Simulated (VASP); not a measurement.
Here is a VASP 6.6.1 calculation.

File INCAR:

```
  ALGO = Fast
  EDIFF = 1E-6
  ENCUT = 520
  GGA = PS
  ISIF = 2
  ISMEAR = 0
  LASPH = True
  LCHARG = False
  LREAL = False
  LWAVE = False
  NBANDS = 21
  NELM = 60
  PREC = Accurate
  SIGMA = 0.1
```

The input KPOINTS:

```
k-points
0
Gamma
  16 16 10
```

Contents of POSCAR:

```
ZrH
1.0
    3.2859846151      0.0000000000      0.0000000000
    0.0000000000      3.2859846151      0.0000000000
    0.0000000000      0.0000000000      4.9006781518
Zr H
2 2
Direct
    0.0000000000      0.5000000000      0.0000000000
    0.5000000000      0.0000000000      0.5000000000
    0.0000000000      0.0000000000      0.7500000000
    0.0000000000      0.0000000000      0.2500000000
```

Potentials or basis: VASP PAW PBE potentials, release 64 (Zr_sv, H).

Run with:

```console
$ cat potpaw_PBE.64/Zr_sv/POTCAR potpaw_PBE.64/H/POTCAR > POTCAR
$ mpirun -np 1 vasp_std > vasp.out
```

Question: Estimate the band gap on the k mesh.

Answer: Zero (bands 13 and 14 overlap by 1.06 eV).

Question: Predict the pressure.

Answer: -4.2 GPa.

Stress tensor (GPa, compression positive):
```
-5.14  0.00  0.00
 0.00 -5.14  0.00
 0.00  0.00 -2.40
```

Caveat: the cell differs from its parent crystal (biaxial strain in the a-b plane: +3.0 %); the cell stands under tension; the PAW data sets were made with another functional, which shifts forces and pressure a little.
